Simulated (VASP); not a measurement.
# Al (P2_1/m) in VASP: single point with PBEsol

Aim: the single point of Al with PBEsol.

Everything below comes from runs of VASP 6.6.1. Logs are shortened: lines on timing, memory, paths and dates and some standing lists are left out, and cuts for length are marked.

### Step 1. The cell of the first run

Symmetry: P2_1/m, No. 11, monoclinic system. The conventional cell has a = 2.812 Å, b = 4.867 Å, c = 2.812 Å, α = 90.00°, β = 120.00°, γ = 90.00°. Al (site symmetry m) has 14 Al at 2.81 to 3.83 Å within 3.9 Å.

### Step 2. Single point, PBEsol (atom 1 (Al) moved by (-0.300, +0.000) A along [1 1 0] and z)

The input, INCAR:

```
SYSTEM = Al
  ALGO = Fast
  EDIFF = 1E-7
  ENCUT = 520
  GGA = PS
  ISIF = 2
  ISMEAR = 0
  LASPH = .True.
  LCHARG = .True.
  LELF = .True.
  LREAL = .False.
  LVHAR = .True.
  LWAVE = .False.
  NBANDS = 10
  NELM = 80
  PREC = Accurate
  SIGMA = 0.15
```

The input, KPOINTS:

```
k-points
0
Gamma
  18 18 10
  0 0 0
```

The input, POSCAR:

```
Al
1.0
    2.8124553515      0.0000000000      0.0000000000
   -1.4062276757      2.4356577814      0.0000000000
    0.0000000000      0.0000000000      4.8668500000
Al
2
Direct
    0.5476935703      0.2462389821      0.7500000000
    0.3333333333      0.6666666667      0.2500000000
```

Potentials or basis: VASP PAW PBE potentials, release 64 (Al).

Started as:

```console
> cat potpaw_PBE.64/Al/POTCAR > POTCAR
> mpirun -np 1 vasp_std > vasp.out
```

OUTCAR:

```text
SYSTEM = Al
   EDIFF = 1E-7
   ENCUT = 520
   GGA = PS
   ISIF = 2
   ISMEAR = 0
   LASPH = .True.
   LREAL = .False.
   NELM = 80
   PREC = Accurate

 ion  position               nearest neighbor table
   1  0.548  0.246  0.750-   2 2.82   2 2.82   2 2.90   2 2.90   2 3.10   2 3.10
   2  0.333  0.667  0.250-   1 2.82   1 2.82   1 2.90   1 2.90   1 3.10   1 3.10

  LATTYP: Found a hexagonal cell.
 ALAT       =     2.8124553515
 C/A-ratio  =     1.7304630267

  Lattice vectors:

 A1 = (   2.8124553515,   0.0000000000,   0.0000000000)
 A2 = (  -1.4062276757,   2.4356577814,   0.0000000000)
 A3 = (   0.0000000000,   0.0000000000,   4.8668500000)

Analysis of symmetry for initial positions (statically):
=====================================================================
 Subroutine PRICEL returns:
 Original cell was already a primitive cell.

 Routine SETGRP: Setting up the symmetry group for a
 hexagonal supercell.

 Subroutine GETGRP returns: Found  4 space group operations
 (whereof  1 operations were pure point group operations)
 out of a pool of 24 trial point group operations.

The static configuration has the point symmetry C_1 .
 The point group associated with its full space group is C_2h.

Analysis of symmetry for dynamics (positions and initial velocities):
=====================================================================
 Subroutine PRICEL returns:
 Original cell was already a primitive cell.

 Routine SETGRP: Setting up the symmetry group for a
 hexagonal supercell.

 Subroutine GETGRP returns: Found  4 space group operations
 (whereof  1 operations were pure point group operations)
 out of a pool of 24 trial point group operations.

The dynamic configuration has the point symmetry C_1 .
 The point group associated with its full space group is C_2h.

 Subroutine INISYM returns: Found  4 space group operations
 (whereof  1 operations are pure point group operations),
 and found     1 'primitive' translations

----------------------------------------------------------------------------------------

                                     Primitive cell

  volume of cell :      33.3388

  direct lattice vectors                    reciprocal lattice vectors
     2.812455352  0.000000000  0.000000000     0.355561200  0.205283355  0.000000000
    -1.406227676  2.435657781  0.000000000     0.000000000  0.410566709  0.000000000
     0.000000000  0.000000000  4.866850000     0.000000000  0.000000000  0.205471712

  length of vectors
     2.812455352  2.812455351  4.866850000     0.410566709  0.410566709  0.205471712

  position of ions in fractional coordinates (direct lattice)
     0.547693570  0.246238982  0.750000000
     0.333333333  0.666666667  0.250000000

  ion indices of the primitive-cell ions
   primitive index   ion index
                 1           1
                 2           2

----------------------------------------------------------------------------------------

 KPOINTS: k-points

Automatic generation of k-mesh.
 Grid dimensions read from file:
 generate k-points for:   18   18   10

 Generating k-lattice:

  Cartesian coordinates                     Fractional coordinates (reciprocal lattice)
     0.019753400  0.011404631  0.000000000     0.055555556  0.000000000  0.000000000
     0.000000000  0.022809262  0.000000000     0.000000000  0.055555556  0.000000000
     0.000000000  0.000000000  0.020547171     0.000000000  0.000000000  0.100000000

  Length of vectors
     0.022809262  0.022809262  0.020547171

  Shift w.r.t. Gamma in fractional coordinates (k-lattice)
     0.000000000  0.000000000  0.000000000

 Subroutine IBZKPT returns following result:
 ===========================================

 Found    984 irreducible k-points:

 Following reciprocal coordinates:
            Coordinates               Weight
  0.000000  0.000000  0.000000      1.000000
  0.055556  0.000000  0.000000      2.000000
  0.000000  0.055556  0.000000      2.000000
 -0.055556  0.055556  0.000000      2.000000
  0.111111  0.000000  0.000000      2.000000
  0.000000  0.111111  0.000000      2.000000
[... 16 lines left out ...]
  0.444444  0.000000  0.000000      2.000000
  0.000000  0.444444  0.000000      2.000000
 [... further k-points ...]
   k-points           NKPTS =    984   k-points in BZ     NKDIM =    984   number of bands    NBANDS=     10
   number of dos      NEDOS =    301   number of ions     NIONS =      2
   total plane-waves  NPLWV =  20736
   dimension x,y,z NGX =    24 NGY =   24 NGZ =   36
   dimension x,y,z NGXF=    48 NGYF=   48 NGZF=   72
   ions per type =               2
   NGX,Y,Z   is equivalent  to a cutoff of  14.19, 14.19, 12.30 a.u.
   NGXF,Y,Z  is equivalent  to a cutoff of  28.37, 28.37, 24.59 a.u.
 SYSTEM =  Al
   PREC   = accura    normal or accurate (medium, high low for compatibility)
   ISTART =      0    job   : 0-new  1-cont  2-samecut
   ICHARG =      2    charge: 1-file 2-atom 10-const
   ISPIN  =      1    spin polarized calculation?
   LNONCOLLINEAR =      F non collinear calculations
   LSORBIT =      F    spin-orbit coupling
   LASPH  =      T    aspherical Exc in radial PAW
   ENCUT  =  520.0 eV  38.22 Ry    6.18 a.u.   5.23  5.23  9.05*2*pi/ulx,y,z
   NELM   =     80;   NELMIN=  2; NELMDL= -5     # of ELM steps
   EDIFF  = 0.1E-06   stopping-criterion for ELM
   LREAL  =      F    real-space projection
   EDIFFG = 0.1E-05   stopping-criterion for IOM
   NSW    =      0    number of steps for IOM
   IBRION =     -1    ionic relax: 0-MD 1-quasi-New 2-CG
   NFREE  =      0    steps in history (QN), initial steepest desc. (CG)
   ISIF   =      2    stress and relaxation
   ISYM   =      2    0-nonsym 1-usesym 2-fastsym
   POTIM  = 0.5000    time-step for ionic-motion
   TEBEG  =    0.0;   TEEND  =   0.0 temperature during run
   PSTRESS=    0.0 pullay stress
   NELECT =       6.0000    total number of electrons
   NUPDOWN=      -1.0000    fix difference up-down
   EMIN   =  10.00;   EMAX   =-10.00  energy-range for DOS
   EFERMI =   0.00;   METHOD = LEGACY
   ISMEAR =     0;   SIGMA  =   0.15  broadening in eV -4-tet -1-fermi 0-gaus
   EFERMI_NEDOS =   21; number of points for ismear=-14 and -15
   IALGO  =     68    algorithm
   IMIX   =      4    mixing-type and parameters
     AMIX     =   0.40;   BMIX     =  1.00
     AMIX_MAG =   1.60;   BMIX_MAG =  1.00
  volume/ion in A,a.u.               =      16.67       112.49
  Fermi-wavevector in a.u.,A,eV,Ry     =   0.924291  1.746656 11.623640  0.854313
  Thomas-Fermi vector in A             =   2.050021
   LORBIT       =      0    0 simple, 1 ext, 2 COOP (PROOUT), +10 PAW based schemes
   GGA     = PS    functional components
   LHFCALC =     F    Hartree Fock is set to
   AEXX    =    0.0000 exact exchange contribution
   IVDW    =     0    specifies the selected vdW correction
   LEPSILON=     F    determine dielectric tensor
   LRPA    =     F    only Hartree local field effects (RPA)
 non-spin polarized calculation
 RMM-DIIS sequential band-by-band and
 Gauss-broadening in eV      SIGMA  =   0.15
  energy-cutoff  :      520.00
  volume of cell :       33.34
 maximum number of plane-waves:       920
 NGX is ok and might be reduce to    24
   NGX = 11   NGY = 11   NGZ = 19

 number of electron       6.0000000 magnetization

 Free energy of the ion-electron system (eV)
  ---------------------------------------------------
  ext. energy  EPLUGINS =         0.00000000
  ---------------------------------------------------
  free energy    TOTEN  =        -8.08305884 eV

  energy without entropy =       -8.07417347  energy(sigma->0) =       -8.07861615

 E-fermi :   7.8098     XC(G=0): -10.2179

 val. band max:        7.8050444301   @ k =   0.4444   0.1111   0.1000
 cond. band min:       7.8103611847   @ k =  -0.2222   0.1111   0.3000
 fundamental gap:      0.0053167546
 Fermi energy:         7.8097628777

 k-point     1 :       0.0000    0.0000    0.0000
  band No.  band energies     occupation
      1      -3.2227      2.00000
      2       2.7820      2.00000
      3       3.0028      2.00000
      4      18.5270      0.00000
      5      19.2152      0.00000
      6      19.4863      0.00000
      7      19.5735      0.00000
      8      19.8825      0.00000
      9      20.2132      0.00000
     10      21.8248      0.00000

 k-point     2 :       0.0556    0.0000    0.0000
  band No.  band energies     occupation
      1      -3.1457      2.00000
      2       2.8577      2.00000
      3       3.0745      2.00000
      4      17.2796      0.00000
      5      18.2331      0.00000
      6      19.4294      0.00000
      7      19.7922      0.00000
      8      20.2618      0.00000
      9      20.6289      0.00000
     10      22.1207      0.00000

 k-point     3 :       0.0000    0.0556    0.0000
  band No.  band energies     occupation
      1      -3.1457      2.00000
      2       2.8575      2.00000
      3       3.0747      2.00000
      4      17.6155      0.00000
      5      18.1561      0.00000
      6      18.6402      0.00000
      7      20.2490      0.00000
      8      20.2909      0.00000
      9      20.7063      0.00000
     10      22.0736      0.00000

 k-point     4 :      -0.0556    0.0556    0.0000
  band No.  band energies     occupation
      1      -3.1457      2.00000
      2       2.8575      2.00000
      3       3.0746      2.00000
      4      17.5176      0.00000
      5      18.1722      0.00000
      6      18.8515      0.00000
      7      20.0332      0.00000
      8      20.2514      0.00000
      9      20.7654      0.00000
     10      22.2610      0.00000
[... 222 lines left out ...]
 k-point    22 :      -0.3889    0.3889    0.0000
  band No.  band energies     occupation
      1       0.4979      2.00000
      2       5.4975      2.00000
      3       6.5166      2.00000
      4       6.8301      2.00000
      5      11.5674      0.00000
      6      11.7399      0.00000
      7      14.4120      0.00000
      8      15.6235      0.00000
      9      19.6916      0.00000
     10      20.2263      0.00000

 k-point    23 :       0.4444    0.0000    0.0000
  band No.  band energies     occupation
      1       1.6146      2.00000
      2       4.2527      2.00000
      3       7.4699      1.99865
      4       7.4845      1.99783
      5      10.2139      0.00000
      6      10.4582      0.00000
      7      14.1287      0.00000
      8      15.9347      0.00000
      9      19.2485      0.00000
     10      19.7159      0.00000

 k-point    24 :       0.0000    0.4444    0.0000
  band No.  band energies     occupation
      1       1.6142      2.00000
      2       4.2162      2.00000
      3       7.5998      1.95228
      4       7.6701      1.81195
      5      10.1520      0.00000
      6      10.2062      0.00000
      7      14.1957      0.00000
      8      15.3770      0.00000
      9      19.3747      0.00000
     10      19.9271      0.00000

 [... further k-points ...]

------------------------ aborting loop because EDIFF is reached ----------------------------------------

  FORCE on cell =-STRESS in cart. coord.  units (eV):
  Direction    XX          YY          ZZ          XY          YZ          ZX
  --------------------------------------------------------------------------------------
  -------------------------------------------------------------------------------------
  Total       -0.0961363     -0.1026595     -0.3230682      0.0129542      0.0000000      0.0000000
  in kB       -4.6200646     -4.9335543    -15.5258317      0.6225462      0.0000000      0.0000000
  external PRESSURE =      -8.3598169 kB  Pullay stress =       0.0000000 kB

 VOLUME and BASIS-vectors are now :
 -----------------------------------------------------------------------------
  energy-cutoff  :      520.00
  volume of cell :       33.34
      direct lattice vectors                 reciprocal lattice vectors
     2.812455352  0.000000000  0.000000000     0.355561200  0.205283355  0.000000000
    -1.406227676  2.435657781  0.000000000     0.000000000  0.410566709  0.000000000
     0.000000000  0.000000000  4.866850000     0.000000000  0.000000000  0.205471712

 POSITION                                       TOTAL-FORCE (eV/Angst)
 -----------------------------------------------------------------------------------
      1.19410      0.59975      3.65014         0.075010      0.154604      0.000000
     -0.00000      1.62377      1.21671        -0.075010     -0.154604     -0.000000
 -----------------------------------------------------------------------------------
    total drift:                                0.000000      0.000000      0.000000

  FREE ENERGIE OF THE ION-ELECTRON SYSTEM (eV)
  ---------------------------------------------------
  free  energy   TOTEN  =        -8.0830588401 eV

  energy  without entropy=       -8.0741734654  energy(sigma->0) =       -8.07861615
```

Wall time 6.2 min (1 thread of Intel Xeon 8259CL, shared host); peak memory 0.37 GiB.

What came out:

* Free energy: -8.0831 eV
* Pressure: -0.8 GPa
* Largest force: 0.172 eV/Å
* Band gap on the k mesh: zero (bands 3 and 4 overlap by 6.91 eV)

Forces on the atoms (eV/Å):
```
Al   0.075  0.155  0.000
Al  -0.075 -0.155  0.000
```

Levels at points of the mesh, in eV from the Fermi level:
| k point | band 1 | band 2 | band 3 | band 4 | band 5 | band 6 |
| --- | --- | --- | --- | --- | --- | --- |
| (0.00, 0.00, 0.00) | -11.03 | -5.03 | -4.81 | 10.72 | 11.41 | 11.68 |
| (0.50, 0.00, 0.00) | -5.02 | -4.86 | 0.38 | 0.39 | 1.55 | 1.80 |
| (0.00, 0.50, 0.00) | -4.97 | -4.93 | 0.86 | 0.86 | 1.18 | 1.20 |
| (0.50, 0.50, 0.00) | -4.98 | -4.91 | 0.69 | 0.71 | 1.32 | 1.38 |
| (0.00, 0.00, 0.50) | -9.48 | -9.48 | 2.40 | 2.40 | 12.49 | 12.49 |
| (0.50, 0.00, 0.50) | -3.69 | -3.69 | -3.17 | -3.17 | 7.44 | 7.44 |
| (0.00, 0.50, 0.50) | -3.81 | -3.81 | -3.00 | -3.00 | 7.23 | 7.23 |
| (0.50, 0.50, 0.50) | -3.79 | -3.79 | -3.03 | -3.03 | 7.27 | 7.27 |

Caveat: the cell differs from its parent crystal (atom 1 (Al) moved by (-0.300, +0.000) A along [1 1 0] and z); the PAW data sets were made with another functional, which shifts forces and pressure a little.
